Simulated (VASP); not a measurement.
Crystal: PbS.

```xyz
2
Lattice="0.0000 2.9657 2.9657 2.9657 0.0000 2.9657 2.9657 2.9657 0.0000" Properties=species:S:1:pos:R:3 pbc="T T T"
Pb    0.0000    0.0000    0.0000
S     2.9657    2.9657    2.9657
```

Base run:

| Item | Value |
| --- | --- |
| Program | VASP 6.6.1 |
| Functional | r2SCAN-based global hybrid with 25 % exact exchange |
| Potentials or basis | VASP PAW PBE potentials, release 64 (Pb_d, S) |
| Cutoff | 520 eV |
| k mesh | 5 × 5 × 5 |
| Occupations | fermi-dirac, width 0.05 eV |
| Spin | no spin polarisation |

Its results: pressure 0.6 GPa.

The run is repeated on the same cell with these changes: functional from r2SCAN-based global hybrid with 25 % exact exchange to PBEsol-based screened hybrid with 25 % exact exchange. What comes out?

Pressure -1.2 GPa.

Caveats: the PAW data sets were made with another functional, which shifts forces and pressure a little.
